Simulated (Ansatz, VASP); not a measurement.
**Au in VASP and in Ansatz**

```
Au
1.0
     0.00000    2.02176    2.02176
     2.02176    0.00000    2.02176
     2.02176    2.02176    0.00000
Au
1
Direct
  0.00000 0.00000 0.00000
```

Change from the starting cell: volume scaled by 0.92, LAPW.

Alike in both runs: task single point; functional PBE; k mesh 17 × 17 × 17; occupations fermi-dirac, width 0.1 eV; no spin polarisation.

|  | VASP | Ansatz |
| --- | --- | --- |
| version | VASP 6.6.1 | Ansatz 0.2.0 |
| potentials or method | VASP PAW PBE potentials, release 64 (Au), cutoff 520 eV | all-electron LAPW, scalar-relativistic |

```csv
,VASP,Ansatz,Ansatz less VASP
pressure (GPa),14.5,14.9,+0.32
```

Ansatz ran all-electron here, and VASP with PAW potentials.

Neither program's run includes spin-orbit coupling.
